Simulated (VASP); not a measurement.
Wanted: the native input for a VASP 6.6.1 run.

```
Task                   : relaxation of cell and atoms
Functional             : PBEsol
Potentials or basis    : VASP PAW PBE potentials, release 64 (B, P)
Cutoff                 : 500 eV
k mesh                 : 8 × 8 × 8
Occupations            : gaussian, width 0.02 eV
Spin                   : no spin polarisation
Dipole correction      : no
Further INCAR settings : ALGO = Normal; EDIFF = 1e-07; IBRION = 2; EDIFFG = -0.002; NSW = 100; ISIF = 3
```

The structure of BP (e600) lies in POSCAR:

```
BP
1.0
    0.0000000000      2.2690000000      2.2690000000
    2.2690000000      0.0000000000      2.2690000000
    2.2690000000      2.2690000000      0.0000000000
B P
1 1
Direct
    0.0000000000      0.0000000000      0.0000000000
    0.2500000000      0.2500000000      0.2500000000
```

These files were run (other wordings do the same):

INCAR

```
PREC = Accurate
ENCUT = 500
EDIFF = 1E-7
ISMEAR = 0
SIGMA = 0.02
LREAL = F
LASPH = T
NELM = 120
ALGO = Normal
ISIF = 3
LWAVE = F
LCHARG = F
GGA = PS
IBRION = 2
NSW = 100
EDIFFG = -0.002
GGA_COMPAT = F
NELMIN = 4
```

KPOINTS

```
regular mesh
0
Gamma
  8 8 8
```

Potentials or basis: VASP PAW PBE potentials, release 64 (B, P).

The run is started by

```console
$ cat potpaw_PBE.64/B/POTCAR potpaw_PBE.64/P/POTCAR > POTCAR
$ mpirun -np 1 vasp_std > vasp.out
```

Results of the run:

```json
{
 "Relaxed volume": "11.55 Å³/atom",
 "Relaxed cell": "a = 3.197 Å, b = 3.197 Å, c = 3.197 Å, α = 60.00°, β = 60.00°, γ = 60.00°",
 "Space group after relaxing (to 0.05 Å)": "F-43m (No. 216)",
 "Energy gained by relaxing": "0.7 meV/atom",
 "Ionic steps": "3",
 "Pressure after relaxing": "0.0 GPa",
 "Band gap on the k mesh": "1.15 eV, indirect (least direct gap 3.37 eV)"
}
```

Caveat: the PAW data sets were made with another functional, which shifts forces and pressure a little.

Run time: 19 s on 1 thread of Intel Xeon 8259CL, with other jobs on the host, peak memory 0.13 GiB.
